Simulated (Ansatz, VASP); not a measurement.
Given: the input of a run of VASP 6.6.1 on MnO.

Contents of INCAR:

```
ALGO     = Normal         # electronic algorithm
EDIFF    = 1E-6           # SCF threshold, eV
ENCUT    = 520            # plane-wave cutoff, eV
ISIF     = 2              # what is computed and relaxed
ISMEAR   = -1             # smearing method
ISPIN    = 2              # spin polarisation
LASPH    = T              # aspherical terms in the spheres
LCHARG   = F              # write CHGCAR
LMAXMIX  = 4              # l up to which the mixer works
LORBIT   = 11             # projections on sites
LREAL    = F              # projectors in reciprocal space
LWAVE    = F              # write WAVECAR
MAGMOM   = 4 0            # initial moments
NBANDS   = 20             # bands
NELM     = 150            # most SCF steps
PREC     = Accurate       # precision mode
SIGMA    = 0.05           # smearing width, eV
```

KPOINTS

```
k-points
0
Gamma
  10 10 10
```

Contents of POSCAR:

```
MnO
1.0
    0.0000000000      2.2386359976      2.2386359976
    2.2386359976      0.0000000000      2.2386359976
    2.2386359976      2.2386359976      0.0000000000
Mn O
1 1
Direct
    0.0000000000      0.0000000000      0.0000000000
    0.5000000000      0.5000000000      0.5000000000
```

Potentials or basis: VASP PAW LDA potentials, release 64 (Mn_pv, O).

Launch:

```console
$ cat potpaw_LDA.64/Mn_pv/POTCAR potpaw_LDA.64/O/POTCAR > POTCAR
$ mpirun -np 1 vasp_std > vasp.out
```

Question: Set up the same calculation for Ansatz 0.2.0. Potentials there: all-electron LAPW, scalar-relativistic.

Answer: As run (the cutoff follows the program's own potentials):

File input.yaml:

```yaml
crystal:
  lattice:
    - [0.0, 2.2386359976, 2.2386359976]
    - [2.2386359976, 0.0, 2.2386359976]
    - [2.2386359976, 2.2386359976, 0.0]
  atoms:
    - { symbol: Mn, position: [0.0, 0.0, 0.0], spin: 4.0 }
    - { symbol: O, position: [0.5, 0.5, 0.5] }
kpoints:
  mp_grid: { grid: [10, 10, 10] }
scf:
  occupations: { method: fermi_dirac, width: 0.05 }
hamiltonian:
  xc: lda
  pseudopotentials: { kind: all_electron, lapw: { basis_error: 0.001 } }
magnetization:
  spin_polarized: true
output:
  forces: true
  stress: true
  eigenvalues: true
```

Potentials or basis: all-electron LAPW, scalar-relativistic.

Launch:

```sh
$ ansatz run input.yaml --threads 2 --pin off --max-ram 6144MiB --backend cpu --events-out ev --progress --plain --runs-dir out
```

Both were run:

|  | VASP | Ansatz | Ansatz less VASP |
| --- | --- | --- | --- |
| gap on the k mesh at the Fermi level (eV) | none | none | - |
| pressure (GPa) | -18.9 | -17.7 | +1.20 |
| net moment per atom (μB) | 2.30 | 2.33 | +0.037 |
| size of the moment on the site where the two differ most (μB) | 4.17 | 4.23 | +0.062 |

LDA's correlation is that of Perdew and Zunger in VASP and of Perdew and Wang (1992) in Ansatz. Site moments also hang on the region over which each program counts them. A gap of «none» marks a metal or a gap that the smearing closes. Ansatz ran all-electron here, and VASP with PAW potentials.
